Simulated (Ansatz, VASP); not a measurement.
**KI: VASP beside Ansatz**

File INCAR:

```
PREC = Accurate ; ENCUT = 520
EDIFF = 1E-8 ; ISMEAR = -1
SIGMA = 0.01 ; LREAL = False
LASPH = True ; NELM = 80
ALGO = Normal ; ISIF = 2
LWAVE = False ; LCHARG = False
GGA = PE ; LEFG = True
NBANDS = 15
```

File KPOINTS:

```
regular mesh
0
Gamma
  8 8 8
```

POSCAR

```
KI
1.0
    0.0000000000      3.5245500000      3.5245500000
    3.5245500000      0.0000000000      3.5245500000
    3.5245500000      3.5245500000      0.0000000000
K I
1 1
Direct
    0.0000000000      0.0000000000      0.0000000000
    0.5000000000      0.5000000000      0.5000000000
```

Input for Ansatz:

```yaml
crystal:
  lattice:
    - [0.0, 3.52455, 3.52455]
    - [3.52455, 0.0, 3.52455]
    - [3.52455, 3.52455, 0.0]
  atoms:
    - { symbol: K, position: [0.0, 0.0, 0.0] }
    - { symbol: I, position: [0.5, 0.5, 0.5] }
kpoints:
  mp_grid: { grid: [8, 8, 8] }
  band_path:
    path:
      - [0.0, 0.0, 0.0]
      - [0.5, 0.0, 0.5]
      - [0.625, 0.25, 0.625]
      - [0.375, 0.375, 0.75]
      - [0.0, 0.0, 0.0]
      - [0.5, 0.5, 0.5]
      - [0.5, 0.25, 0.75]
      - [0.5, 0.0, 0.5]
    npoints: 8
scf:
  occupations: { method: fermi_dirac, width: 0.01 }
hamiltonian:
  xc: pbe
  pseudopotentials: { kind: all_electron, datasets: crystal }
output:
  forces: true
  stress: true
  eigenvalues: true
  efg: { contact_densities: true }
```

Alike in both runs: task electric field gradients; functional PBE; k mesh 8 × 8 × 8; occupations fermi-dirac, width 0.01 eV; no spin polarisation.

```csv
,VASP,Ansatz
version,VASP 6.6.1,Ansatz 0.2.0
potentials or method,"VASP PAW PBE potentials, release 64 (K_sv, I), cutoff 520 eV","all-electron PAW with datasets made for the crystal, scalar-relativistic"
```

```csv
,VASP,Ansatz,Ansatz less VASP
gap on the k mesh at the Fermi level (eV),3.98,3.98,+0.003
pressure (GPa),0.7,0.7,-0.03
```

Ansatz ran all-electron here, and VASP with PAW potentials.

Neither program's run includes spin-orbit coupling.
